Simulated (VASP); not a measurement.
# Zr4Si8H in VASP: a series of runs

Zr4Si8H is run at these levels: PBEsol; tasks: single point.

Program: VASP 6.6.1. These are calculated values, not measurements. Logs are shortened: lines on timing, memory, paths and dates and some standing lists are left out, and cuts for length are marked.

## Step 1: The cell of the first run

The cell holds a slab with vacuum, 13 atoms: a = 3.657 Å, b = 3.674 Å, c = 31.453 Å, α = 90.00°, β = 90.00°, γ = 90.00°.

## Step 2: Single point, PBEsol

Input file INCAR:

```
SYSTEM = Zr4Si8H
  ALGO = Normal
  DIPOL = 0.5 0.5 0.481
  EDIFF = 1E-6
  ENCUT = 520
  GGA = PS
  IDIPOL = 3
  ISIF = 2
  ISMEAR = 0
  LASPH = .TRUE.
  LCHARG = .FALSE.
  LDIPOL = .TRUE.
  LREAL = .FALSE.
  LWAVE = .FALSE.
  NBANDS = 52
  NELM = 80
  PREC = Accurate
  SIGMA = 0.1
```

Input file KPOINTS:

```
k-points
0
G
  8 8 1
  0 0 0
```

Input file POSCAR:

```
Zr4Si8H
1.0
    3.6567655750      0.0000000000      0.0000000000
    0.0000000000      3.6742585520      0.0000000000
    0.0000000000      0.0000000000     31.4530958601
Si Zr H
8 4 1
Direct
    0.2500000000      0.5000000000      0.2702436682
    0.7500000000      0.0000000000      0.2704583514
    0.2500000000      0.0000000000      0.3611375859
    0.7500000000      0.0000000000      0.4111138191
    0.2500000000      0.0000000000      0.5024279006
    0.7500000000      0.5000000000      0.5023556793
    0.2500000000      0.5000000000      0.5953667887
    0.7500000000      0.5000000000      0.6480932133
    0.7500000000      0.5000000000      0.3376312043
    0.2500000000      0.5000000000      0.4346202008
    0.7500000000      0.0000000000      0.5691137127
    0.2500000000      0.0000000000      0.6619846606
    0.7500000000      0.2500000000      0.6937248730
```

Potentials or basis: VASP PAW PBE potentials, release 64 (Si, Zr_sv, H).

Command:

```sh
> cat potpaw_PBE.64/Si/POTCAR potpaw_PBE.64/Zr_sv/POTCAR potpaw_PBE.64/H/POTCAR > POTCAR
> mpirun -np 1 vasp_std > vasp.out
```

OUTCAR:

```text
SYSTEM = Zr4Si8H
   EDIFF = 1E-6
   ENCUT = 520
   GGA = PS
   ISIF = 2
   ISMEAR = 0
   LASPH = .TRUE.
   LREAL = .FALSE.
   NELM = 80
   PREC = Accurate

 ion  position               nearest neighbor table
   1  0.250  0.500  0.270-   2 2.59   2 2.59   2 2.59   2 2.59   9 2.80   9 2.80
   2  0.750  0.000  0.270-   1 2.59   1 2.59   1 2.59   1 2.59   9 2.80   9 2.80
   3  0.250  0.000  0.361-   4 2.41   4 2.41   9 2.70   9 2.70   9 2.70   9 2.70  10 2.95  10 2.95

   4  0.750  0.000  0.411-   3 2.41   3 2.41  10 2.70  10 2.70  10 2.70  10 2.70   9 2.95   9 2.95

   5  0.250  0.000  0.502-   6 2.59   6 2.59   6 2.59   6 2.59  11 2.78  11 2.78  10 2.81  10 2.81
[... 5 lines left out ...]
   8  0.750  0.500  0.648-  13 1.70   7 2.47   7 2.47  12 2.63  12 2.63  12 2.63  12 2.63  11 3.09
                            11 3.09
   9  0.750  0.500  0.338-   3 2.70   3 2.70   3 2.70   3 2.70   1 2.80   1 2.80   2 2.80   2 2.80
                             4 2.95   4 2.95  10 3.56  10 3.56
  10  0.250  0.500  0.435-   4 2.70   4 2.70   4 2.70   4 2.70   6 2.81   6 2.81   5 2.81   5 2.81
                             3 2.95   3 2.95   9 3.56   9 3.56
  11  0.750  0.000  0.569-   7 2.72   7 2.72   7 2.72   7 2.72   5 2.78   5 2.78   6 2.79   6 2.79
                             8 3.09   8 3.09  12 3.45  12 3.45
  12  0.250  0.000  0.662-  13 2.28  13 2.28   8 2.63   8 2.63   8 2.63   8 2.63   7 2.79   7 2.79
                            11 3.45  11 3.45
  13  0.750  0.250  0.694-   8 1.70  12 2.28  12 2.28

  LATTYP: Found a simple orthorhombic cell.
 ALAT       =     3.6567655750
 B/A-ratio  =     1.0047837294
 C/A-ratio  =     8.6013432404

  Lattice vectors:

 A1 = (   3.6567655750,   0.0000000000,   0.0000000000)
 A2 = (   0.0000000000,   3.6742585520,   0.0000000000)
 A3 = (   0.0000000000,   0.0000000000,  31.4530958601)

Analysis of symmetry for initial positions (statically):
=====================================================================
 Subroutine PRICEL returns:
 Original cell was already a primitive cell.

 Routine SETGRP: Setting up the symmetry group for a
 simple orthorhombic supercell.

 Subroutine GETGRP returns: Found  2 space group operations
 (whereof  1 operations were pure point group operations)
 out of a pool of  8 trial point group operations.

The static configuration has the point symmetry C_1 .
 The point group associated with its full space group is C_1h.

Analysis of symmetry for dynamics (positions and initial velocities):
=====================================================================
[... 154 lines left out ...]
  Fermi-wavevector in a.u.,A,eV,Ry     =   0.943901  1.783714 12.122097  0.890949
  Thomas-Fermi vector in A             =   2.071653
   LORBIT       =      0    0 simple, 1 ext, 2 COOP (PROOUT), +10 PAW based schemes
   GGA     = PS    functional components
   LHFCALC =     F    Hartree Fock is set to
   AEXX    =    0.0000 exact exchange contribution
   IVDW    =     0    specifies the selected vdW correction
   LEPSILON=     F    determine dielectric tensor
   LRPA    =     F    only Hartree local field effects (RPA)
 non-spin polarized calculation
 Gauss-broadening in eV      SIGMA  =   0.10
  energy-cutoff  :      520.00
  volume of cell :      422.60
 maximum number of plane-waves:     11452
 NGX is ok and might be reduce to    28
   NGX = 13   NGY = 13   NGZ =117

 dipolmoment           0.000000      0.000000      0.295763 electrons x Angstroem

 number of electron      80.9999998 magnetization

 dipolmoment           0.000000      0.000000     -0.118547 electrons x Angstroem

 Free energy of the ion-electron system (eV)
  ---------------------------------------------------
  ext. energy  EPLUGINS =         0.00000000
  ---------------------------------------------------
  free energy    TOTEN  =       -91.06835965 eV

  energy without entropy =      -91.03771480  energy(sigma->0) =      -91.05303723

 E-fermi :   2.3302     XC(G=0):  -5.9615

 val. band max:        2.3265155833   @ k =   0.1250   0.3750   0.0000
 cond. band min:       2.3442874949   @ k =   0.0000   0.2500   0.0000
 fundamental gap:      0.0177719116
 Fermi energy:         2.3301631696

 k-point     1 :       0.0000    0.0000    0.0000
  band No.  band energies     occupation
      1     -46.2898      2.00000
      2     -46.0658      2.00000
      3     -46.0103      2.00000
      4     -45.9806      2.00000
      5     -24.5641      2.00000
      6     -24.3825      2.00000
[... 1309 lines left out ...]
     51       5.6753      0.00000
     52       5.8610      0.00000

 [... further k-points ...]

------------------------ aborting loop because EDIFF is reached ----------------------------------------

 vacuum level on the upper side and lower side of the slab       (xc-potential included)        -0.920         0.676

  FORCE on cell =-STRESS in cart. coord.  units (eV):
  Direction    XX          YY          ZZ          XY          YZ          ZX
  --------------------------------------------------------------------------------------
  -------------------------------------------------------------------------------------
  Total       -3.0157039     -0.5300258      0.9173866      0.0000000     -1.6065390      0.0000000
  in kB      -11.4332327     -2.0094507      3.4780253      0.0000000     -6.0907619      0.0000000
  external PRESSURE =      -3.3215527 kB  Pullay stress =       0.0000000 kB

 VOLUME and BASIS-vectors are now :
 -----------------------------------------------------------------------------
  energy-cutoff  :      520.00
  volume of cell :      422.60
      direct lattice vectors                 reciprocal lattice vectors
     3.656765575  0.000000000  0.000000000     0.273465712  0.000000000  0.000000000
     0.000000000  3.674258552  0.000000000     0.000000000  0.272163754  0.000000000
     0.000000000  0.000000000 31.453095860     0.000000000  0.000000000  0.031793373

 POSITION                                       TOTAL-FORCE (eV/Angst)
 -----------------------------------------------------------------------------------
      0.91419      1.83713      8.50000         0.000000      0.006263     -0.176537
      2.74257      0.00000      8.50675         0.000000     -0.009174     -0.249281
      0.91419      0.00000     11.35890         0.000000      0.004242     -0.352816
      2.74257      0.00000     12.93080         0.000000      0.006271      0.058154
      0.91419      0.00000     15.80291         0.000000     -0.012109     -0.023227
      2.74257      1.83713     15.80064         0.000000      0.007469      0.001533
      0.91419      1.83713     18.72613         0.000000      0.148176     -0.150995
      2.74257      1.83713     20.38454         0.000000      0.301497     -0.273827
      2.74257      1.83713     10.61955         0.000000      0.001903      0.692391
      0.91419      1.83713     13.67015         0.000000     -0.029083      0.029703
      2.74257      0.00000     17.90039         0.000000      0.178309      0.137454
      0.91419      0.00000     20.82147         0.000000      0.199379      0.315956
      2.74257      0.91856     21.81979         0.000000     -0.803141     -0.008507
 -----------------------------------------------------------------------------------
    total drift:                               -0.000000     -0.000022      0.000061

  FREE ENERGIE OF THE ION-ELECTRON SYSTEM (eV)
  ---------------------------------------------------
  free  energy   TOTEN  =       -91.0683596542 eV

  energy  without entropy=      -91.0377148018  energy(sigma->0) =      -91.05303723

 vacuum level on the upper side and lower side of the slab         5.906         7.531
```

Wall time 66 min (1 thread of Intel Xeon 8259CL, shared host); peak memory 0.71 GiB.

What came out:

| Quantity | Value |
| --- | --- |
| Free energy | -91.0684 eV |
| Largest force | 0.803 eV/Å |
| Band gap on the k mesh | zero (an odd number of electrons rules out a gap without spin polarisation) |

Forces in eV/Å, atoms in the order of the input:
```
Si   0.000  0.006 -0.177
Si   0.000 -0.009 -0.249
Si   0.000  0.004 -0.353
Si   0.000  0.006  0.058
Si   0.000 -0.012 -0.023
Si   0.000  0.007  0.002
Si   0.000  0.148 -0.151
Si   0.000  0.301 -0.274
Zr   0.000  0.002  0.692
Zr   0.000 -0.029  0.030
Zr   0.000  0.178  0.137
Zr   0.000  0.199  0.316
H    0.000 -0.803 -0.009
```

Levels at points of the mesh, in eV from the Fermi level:
| k point | band 36 | band 37 | band 38 | band 39 | band 40 | band 41 | band 42 | band 43 | band 44 | band 45 |
| --- | --- | --- | --- | --- | --- | --- | --- | --- | --- | --- |
| (0.00, 0.00, 0.00) | -1.64 | -1.50 | -1.39 | -0.83 | 0.15 | 0.53 | 0.90 | 1.26 | 1.29 | 1.64 |
| (0.50, 0.00, 0.00) | -1.78 | -0.48 | -0.36 | -0.09 | -0.02 | 0.52 | 0.55 | 0.99 | 1.18 | 1.45 |
| (0.00, 0.50, 0.00) | -1.19 | -0.84 | -0.53 | -0.44 | -0.35 | 0.07 | 0.25 | 0.67 | 1.18 | 1.20 |
| (0.50, 0.50, 0.00) | -2.87 | -1.93 | -1.90 | -1.85 | -0.35 | -0.32 | 0.12 | 2.15 | 2.42 | 2.54 |

Caveat: the PAW data sets were made with another functional, which shifts forces and pressure a little; an odd number of electrons without spin polarisation forces a metal; a magnetic or distorted state may lie lower.

(Continued in part 2 of 2.)

The gap in the log of VASP goes by the Fermi energy; the results here count the filled bands.